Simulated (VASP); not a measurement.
# B6As (R-3m) in VASP: further runs

B6As is run at these levels: PBEsol; tasks: relaxation of shape and atoms at fixed volume.

All numbers are computed with VASP 6.6.1; they aren't measurements. Logs are shortened: lines on timing, memory, paths and dates and some standing lists are left out, and cuts for length are marked.

### 1 The cell of the first run

It takes space group R-3m (No. 166, trigonal). Conventional cell: a = 5.949 Å, b = 5.949 Å, c = 11.417 Å, α = 90.00°, β = 90.00°, γ = 120.00°. Within 2.3 Å of B (site symmetry m) lie 6 B at 1.70 to 1.83 Å. Within 2.2 Å of B (site symmetry m) lie 5 B at 1.68 to 1.76 Å and 1 As at 1.93 Å. As (site symmetry 3m) has 3 B at 1.93 Å and 1 As at 2.32 Å within 2.6 Å.

### 2 Relaxation of shape and atoms at fixed volume, PBEsol (volume scaled by 0.91)

INCAR

```
SYSTEM = B6As
  PREC = Accurate
  ENCUT = 600
  EDIFF = 1E-7
  ISMEAR = 0
  SIGMA = 0.02
  LREAL = .False.
  LASPH = .True.
  NELM = 60
  ALGO = Normal
  ISIF = 4
  LWAVE = .False.
  LCHARG = .False.
  GGA = PS
  IBRION = 2
  NSW = 50
  EDIFFG = -0.01
```

KPOINTS

```
regular mesh
0
Gamma
  6 6 6
  0 0 0
```

POSCAR

```
B6As
1.0
    2.9744472873      1.7172979420      3.8057574911
   -2.9744472873      1.7172979420      3.8057574911
    0.0000000000     -3.4345958840      3.8057574911
B As
12 2
Direct
    0.0172946360      0.0172946360      0.3249769887
    0.0172946360      0.3249769887      0.0172946360
    0.8212783613      0.2732512264      0.8212783613
    0.8212783613      0.8212783613      0.2732512264
    0.2732512264      0.8212783613      0.8212783613
    0.7267487736      0.1787216387      0.1787216387
    0.1787216387      0.7267487736      0.1787216387
    0.1787216387      0.1787216387      0.7267487736
    0.9827053640      0.6750230113      0.9827053640
    0.9827053640      0.9827053640      0.6750230113
    0.6750230113      0.9827053640      0.9827053640
    0.3249769887      0.0172946360      0.0172946360
    0.6014165987      0.6014165987      0.6014165987
    0.3985834013      0.3985834013      0.3985834013
```

Potentials or basis: VASP PAW PBE potentials, release 64 (B, As).

Run with:

```sh
cat potpaw_PBE.64/B/POTCAR potpaw_PBE.64/As/POTCAR > POTCAR
mpirun -np 1 vasp_std > vasp.out
```

OUTCAR:

```text
SYSTEM = B6As
   PREC = Accurate
   ENCUT = 600
   EDIFF = 1E-7
   ISMEAR = 0
   LREAL = .False.
   LASPH = .True.
   NELM = 60
   ISIF = 4
   GGA = PS
   IBRION = 2
   NSW = 50
   EDIFFG = -0.01

 ion  position               nearest neighbor table
   1  0.017  0.017  0.325-  10 1.70   7 1.73   6 1.73   4 1.76   2 1.83  12 1.83
   2  0.017  0.325  0.017-   9 1.70   6 1.73   8 1.73   3 1.76   1 1.83  12 1.83
   3  0.821  0.273  0.821-   6 1.68   8 1.68  11 1.73  10 1.73   2 1.76  13 1.93
   4  0.821  0.821  0.273-   6 1.68   7 1.68   9 1.73  11 1.73   1 1.76  13 1.93
   5  0.273  0.821  0.821-   7 1.68   8 1.68   9 1.73  10 1.73  12 1.76  13 1.93
   6  0.727  0.179  0.179-   3 1.68   4 1.68   2 1.73   1 1.73  11 1.76  14 1.93
   7  0.179  0.727  0.179-   5 1.68   4 1.68  12 1.73   1 1.73   9 1.76  14 1.93
   8  0.179  0.179  0.727-   3 1.68   5 1.68   2 1.73  12 1.73  10 1.76  14 1.93
   9  0.983  0.675  0.983-   2 1.70   5 1.73   4 1.73   7 1.76  10 1.83  11 1.83
  10  0.983  0.983  0.675-   1 1.70   3 1.73   5 1.73   8 1.76   9 1.83  11 1.83
  11  0.675  0.983  0.983-  12 1.70   3 1.73   4 1.73   6 1.76  10 1.83   9 1.83
  12  0.325  0.017  0.017-  11 1.70   7 1.73   8 1.73   5 1.76   1 1.83   2 1.83
  13  0.601  0.601  0.601-   4 1.93   3 1.93   5 1.93  14 2.32
  14  0.399  0.399  0.399-   8 1.93   7 1.93   6 1.93  13 2.32

  LATTYP: Found a trigonal (rhomboedric) cell.
 ALAT       =     5.1264255547
 COS(alpha) =     0.3266928299

  Lattice vectors:

 A1 = (   2.9744472873,   1.7172979420,   3.8057574911)
 A2 = (  -2.9744472873,   1.7172979420,   3.8057574911)
 A3 = (   0.0000000000,  -3.4345958840,   3.8057574911)

Analysis of symmetry for initial positions (statically):
=====================================================================
 Subroutine PRICEL returns:
 Original cell was already a primitive cell.

 Routine SETGRP: Setting up the symmetry group for a
 trigonal (rhombohedral) supercell.

 Subroutine GETGRP returns: Found 12 space group operations
 (whereof 12 operations were pure point group operations)
 out of a pool of 12 trial point group operations.

The static configuration has the point symmetry D_3d.

Analysis of symmetry for dynamics (positions and initial velocities):
=====================================================================
 Subroutine PRICEL returns:
 Original cell was already a primitive cell.

 Routine SETGRP: Setting up the symmetry group for a
 trigonal (rhombohedral) supercell.

 Subroutine GETGRP returns: Found 12 space group operations
 (whereof 12 operations were pure point group operations)
 out of a pool of 12 trial point group operations.

The dynamic configuration has the point symmetry D_3d.

 Subroutine INISYM returns: Found 12 space group operations
 (whereof 12 operations are pure point group operations),
 and found     1 'primitive' translations

----------------------------------------------------------------------------------------

                                     Primitive cell

  volume of cell :     116.6391

  direct lattice vectors                    reciprocal lattice vectors
     2.974447287  1.717297942  3.805757491     0.168098457  0.097051690  0.087586593
    -2.974447287  1.717297942  3.805757491    -0.168098457  0.097051690  0.087586593
     0.000000000 -3.434595884  3.805757491     0.000000000 -0.194103379  0.087586593

  length of vectors
     5.126425555  5.126425555  5.126425555     0.212949602  0.212949602  0.212949602

  position of ions in fractional coordinates (direct lattice)
     0.017294636  0.017294636  0.324976989
     0.017294636  0.324976989  0.017294636
     0.821278361  0.273251226  0.821278361
     0.821278361  0.821278361  0.273251226
     0.273251226  0.821278361  0.821278361
     0.726748774  0.178721639  0.178721639
     0.178721639  0.726748774  0.178721639
     0.178721639  0.178721639  0.726748774
     0.982705364  0.675023011  0.982705364
     0.982705364  0.982705364  0.675023011
     0.675023011  0.982705364  0.982705364
     0.324976989  0.017294636  0.017294636
     0.601416599  0.601416599  0.601416599
     0.398583401  0.398583401  0.398583401

  ion indices of the primitive-cell ions
   primitive index   ion index
                 1           1
                 2           2
                 3           3
                 4           4
                 5           5
                 6           6
                 7           7
                 8           8
                 9           9
                10          10
                11          11
                12          12
                13          13
                14          14

----------------------------------------------------------------------------------------

 KPOINTS: regular mesh

Automatic generation of k-mesh.
 Grid dimensions read from file:
 generate k-points for:    6    6    6

 Generating k-lattice:

  Cartesian coordinates                     Fractional coordinates (reciprocal lattice)
     0.028016410  0.016175282  0.014597766     0.166666667  0.000000000  0.000000000
    -0.028016410  0.016175282  0.014597766     0.000000000  0.166666667  0.000000000
     0.000000000 -0.032350563  0.014597766     0.000000000  0.000000000  0.166666667

  Length of vectors
     0.035491600  0.035491600  0.035491600

  Shift w.r.t. Gamma in fractional coordinates (k-lattice)
     0.000000000  0.000000000  0.000000000

 Subroutine IBZKPT returns following result:
 ===========================================

 Found     32 irreducible k-points:

 Following reciprocal coordinates:
            Coordinates               Weight
  0.000000  0.000000  0.000000      1.000000
  0.166667  0.000000 -0.000000      6.000000
  0.333333  0.000000  0.000000      6.000000
  0.500000  0.000000 -0.000000      3.000000
  0.166667  0.166667 -0.000000      6.000000
  0.333333  0.166667  0.000000     12.000000
[... 16 lines left out ...]
  0.500000  0.500000  0.166667      6.000000
 -0.333333  0.500000  0.166667     12.000000
 [... further k-points ...]
   k-points           NKPTS =     32   k-points in BZ     NKDIM =     32   number of bands    NBANDS=     31
   number of dos      NEDOS =    301   number of ions     NIONS =     14
   total plane-waves  NPLWV =  74088
   dimension x,y,z NGX =    42 NGY =   42 NGZ =   42
   dimension x,y,z NGXF=    84 NGYF=   84 NGZF=   84
   ions per type =              12   2
   NGX,Y,Z   is equivalent  to a cutoff of  13.62, 13.62, 13.62 a.u.
   NGXF,Y,Z  is equivalent  to a cutoff of  27.24, 27.24, 27.24 a.u.
 SYSTEM =  B6As
   PREC   = accura    normal or accurate (medium, high low for compatibility)
   ISTART =      0    job   : 0-new  1-cont  2-samecut
   ICHARG =      2    charge: 1-file 2-atom 10-const
   ISPIN  =      1    spin polarized calculation?
   LNONCOLLINEAR =      F non collinear calculations
   LSORBIT =      F    spin-orbit coupling
   LASPH  =      T    aspherical Exc in radial PAW
   ENCUT  =  600.0 eV  44.10 Ry    6.64 a.u.  10.24 10.24 10.24*2*pi/ulx,y,z
   NELM   =     60;   NELMIN=  2; NELMDL= -5     # of ELM steps
   EDIFF  = 0.1E-06   stopping-criterion for ELM
   LREAL  =      F    real-space projection
   EDIFFG = -.1E-01   stopping-criterion for IOM
   NSW    =     50    number of steps for IOM
   IBRION =      2    ionic relax: 0-MD 1-quasi-New 2-CG
   NFREE  =      1    steps in history (QN), initial steepest desc. (CG)
   ISIF   =      4    stress and relaxation
   ISYM   =      2    0-nonsym 1-usesym 2-fastsym
   POTIM  = 0.5000    time-step for ionic-motion
   TEBEG  =    0.0;   TEEND  =   0.0 temperature during run
   PSTRESS=    0.0 pullay stress
   NELECT =      46.0000    total number of electrons
   NUPDOWN=      -1.0000    fix difference up-down
   EMIN   =  10.00;   EMAX   =-10.00  energy-range for DOS
   EFERMI =   0.00;   METHOD = LEGACY
   ISMEAR =     0;   SIGMA  =   0.02  broadening in eV -4-tet -1-fermi 0-gaus
   EFERMI_NEDOS =   21; number of points for ismear=-14 and -15
   IALGO  =     38    algorithm
   IMIX   =      4    mixing-type and parameters
     AMIX     =   0.40;   BMIX     =  1.00
     AMIX_MAG =   1.60;   BMIX_MAG =  1.00
  volume/ion in A,a.u.               =       8.33        56.22
  Fermi-wavevector in a.u.,A,eV,Ry     =   1.200547  2.268706 19.610271  1.441314
  Thomas-Fermi vector in A             =   2.336380
   LORBIT       =      0    0 simple, 1 ext, 2 COOP (PROOUT), +10 PAW based schemes
   GGA     = PS    functional components
   LHFCALC =     F    Hartree Fock is set to
   AEXX    =    0.0000 exact exchange contribution
   IVDW    =     0    specifies the selected vdW correction
   LEPSILON=     F    determine dielectric tensor
   LRPA    =     F    only Hartree local field effects (RPA)
 conjugate gradient relaxation of ions
 non-spin polarized calculation
 Gauss-broadening in eV      SIGMA  =   0.02
  energy-cutoff  :      600.00
  volume of cell :      116.64
 maximum number of plane-waves:      3908
 NGX is ok and might be reduce to    42
   NGX = 21   NGY = 21   NGZ = 21

--------------------------------------- Ionic step        1  -------------------------------------------

 number of electron      46.0000000 magnetization

 Free energy of the ion-electron system (eV)
  ---------------------------------------------------
  ext. energy  EPLUGINS =         0.00000000
  ---------------------------------------------------
  free energy    TOTEN  =       -96.27368135 eV

  energy without entropy =      -96.27368135  energy(sigma->0) =      -96.27368135

------------------------ aborting loop because EDIFF is reached ----------------------------------------

  FORCE on cell =-STRESS in cart. coord.  units (eV):
  Direction    XX          YY          ZZ          XY          YZ          ZX
  --------------------------------------------------------------------------------------
  -------------------------------------------------------------------------------------
  Total       16.5932926     16.5932926     15.7196655      0.0000000      0.0000000      0.0000000
  in kB      227.9286224    227.9286224    215.9283141      0.0000000      0.0000000      0.0000000
  external PRESSURE =     223.9285197 kB  Pullay stress =       0.0000000 kB
[... 273 lines left out ...]
  energy  without entropy=      -96.2809865032  energy(sigma->0) =      -96.28098650

--------------------------------------- Ionic step        7  -------------------------------------------

 number of electron      46.0000000 magnetization

 Free energy of the ion-electron system (eV)
  ---------------------------------------------------
  ext. energy  EPLUGINS =         0.00000000
  ---------------------------------------------------
  free energy    TOTEN  =       -96.28102742 eV

  energy without entropy =      -96.28102742  energy(sigma->0) =      -96.28102742

 E-fermi :   5.6005     XC(G=0): -11.5820

 val. band max:        5.4545170056   @ k =   0.0000   0.0000   0.0000
 cond. band min:       8.0350725640   @ k =   0.5000   0.0000  -0.0000
 fundamental gap:      2.5805555584
 Fermi energy:         5.6004841341

 k-point     1 :       0.0000    0.0000    0.0000
  band No.  band energies     occupation
      1     -10.0816      2.00000
      2      -6.9042      2.00000
      3      -5.0143      2.00000
      4      -5.0143      2.00000
      5      -4.8724      2.00000
      6      -3.7686      2.00000
[... 805 lines left out ...]
     30      11.9770      0.00000
     31      12.4579      0.00000

 [... further k-points ...]
[... 5 lines left out ...]
  --------------------------------------------------------------------------------------
  -------------------------------------------------------------------------------------
  Total       15.9290380     15.9290380     15.8626396      0.0000000      0.0000000      0.0000000
  in kB      218.8042950    218.8042950    217.8922347      0.0000000      0.0000000      0.0000000
  external PRESSURE =     218.5002749 kB  Pullay stress =       0.0000000 kB
[... 29 lines left out ...]
  FREE ENERGIE OF THE ION-ELECTRON SYSTEM (eV)
  ---------------------------------------------------
  free  energy   TOTEN  =       -96.2810274190 eV

  energy  without entropy=      -96.2810274190  energy(sigma->0) =      -96.28102742

 reached required accuracy - stopping structural energy minimisation
```

Run time: 6 min. Hardware: 1 thread of Intel Xeon 6975P-C (Granite Rapids), shared host; peak memory 0.32 GiB.

What came out:

```yaml
Free_energy: -96.2810 eV
Energy_gained_by_relaxing: 0.5 meV/atom
Ionic_steps: 7
Pressure_after_relaxing: 21.9 GPa
Largest_force_after_relaxing: 0.007 eV/Å
Band_gap_on_the_k_mesh: 2.58 eV, indirect (least direct gap 2.63 eV)
```

Forces on the atoms (eV/Å):
```
B    0.000 -0.005 -0.002
B   -0.004  0.002 -0.002
B    0.001 -0.001 -0.006
B    0.000  0.001 -0.006
B   -0.001 -0.001 -0.006
B    0.001  0.001  0.006
B   -0.001  0.001  0.006
B    0.000 -0.001  0.006
B    0.004 -0.002  0.002
B    0.000  0.005  0.002
B   -0.004 -0.002  0.002
B    0.004  0.002 -0.002
As   0.000  0.000 -0.007
As   0.000  0.000  0.007
```

The path:
```csv
step,energy change (eV),largest force (eV/Å),pressure (GPa),volume (Å³)
1,0.0000,0.1775,22.39,116.64
2,-0.0023,0.1851,21.81,116.64
3,-0.0043,0.0773,22.04,116.64
4,-0.0070,0.0409,21.90,116.64
5,-0.0071,0.0448,21.86,116.64
6,-0.0073,0.0303,21.85,116.64
7,-0.0073,0.0068,21.85,116.64
```

Final structure:
```xyz
14
Lattice="2.9807 1.7209 3.7899 -2.9807 1.7209 3.7899 0.0000 -3.4418 3.7899" Properties=species:S:1:pos:R:3 pbc="T T T"
B     0.0000   -1.0550    1.3722
B    -0.9137    0.5275    1.3722
B     1.6336   -0.9432    7.2600
B     0.0000    1.8863    7.2600
B    -1.6336   -0.9432    7.2600
B     1.6336    0.9432    4.1098
B    -1.6336    0.9432    4.1098
B     0.0000   -1.8863    4.1098
B     0.9137   -0.5275    9.9976
B     0.0000    1.0550    9.9976
B    -0.9137   -0.5275    9.9976
B     0.9137    0.5275    1.3722
As    0.0000    0.0000    6.8458
As    0.0000    0.0000    4.5240
```

Caveat: the cell differs from its parent crystal (volume scaled by 0.91); the PAW data sets were made with another functional, which shifts forces and pressure a little. A k mesh can miss the band edges.

[end of part 1 of 2]
